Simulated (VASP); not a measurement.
Rb:

```
Rb
1.0
    -2.83590    2.83590    2.83590
     2.83590   -2.83590    2.83590
     2.83590    2.83590   -2.83590
Rb
1
Direct
  0.00000 0.00000 0.00000
```

Base run:

| Item | Value |
| --- | --- |
| Program | VASP 6.6.1 |
| Functional | PBE |
| Potentials or basis | VASP PAW PBE potentials, release 64 (Rb_sv) |
| Cutoff | 520 eV |
| k mesh | 8 × 8 × 8 |
| Occupations | fermi-dirac, width 0.03 eV |
| Spin | no spin polarisation |

Its results: pressure 0.0 GPa.

**Question.** The run is repeated on the same cell with these changes: occupations from fermi-dirac, width 0.03 eV to fermi-dirac, width 1 eV. What comes out?

**Answer.** Pressure 0.6 GPa.
